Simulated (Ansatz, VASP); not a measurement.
**Pt: VASP beside Ansatz**

```
CELL_PARAMETERS angstrom
0.00000 1.96090 1.96090
1.96090 0.00000 1.96090
1.96090 1.96090 0.00000
ATOMIC_POSITIONS crystal
Pt 0.00000 0.00000 0.00000
```

Alike in both runs: task single point; functional LDA; k mesh 12 × 12 × 12; occupations fermi-dirac, width 0.1 eV; no spin polarisation.

|  | VASP | Ansatz |
| --- | --- | --- |
| version | VASP 6.6.1 | Ansatz 0.2.0 |
| potentials or method | VASP PAW LDA potentials, release 64 (Pt) | plane waves, PAW |
| plane-wave cutoff (eV) | 500 | 420 |
| valence electrons in the cell | 10 | 18 |

```csv
,VASP,Ansatz,Ansatz less VASP
gap on the k mesh at the Fermi level (eV),none,none,-
pressure (GPa),-5.1,-5.8,-0.72
```

LDA's correlation is that of Perdew and Zunger in VASP and of Perdew and Wang (1992) in Ansatz. A gap of «none» marks a metal or a gap that the smearing closes. VASP's potentials hold 10 valence electrons a cell and Ansatz's 18, so a difference there can come from the potentials and not from the codes.

Spin-orbit coupling is off throughout.
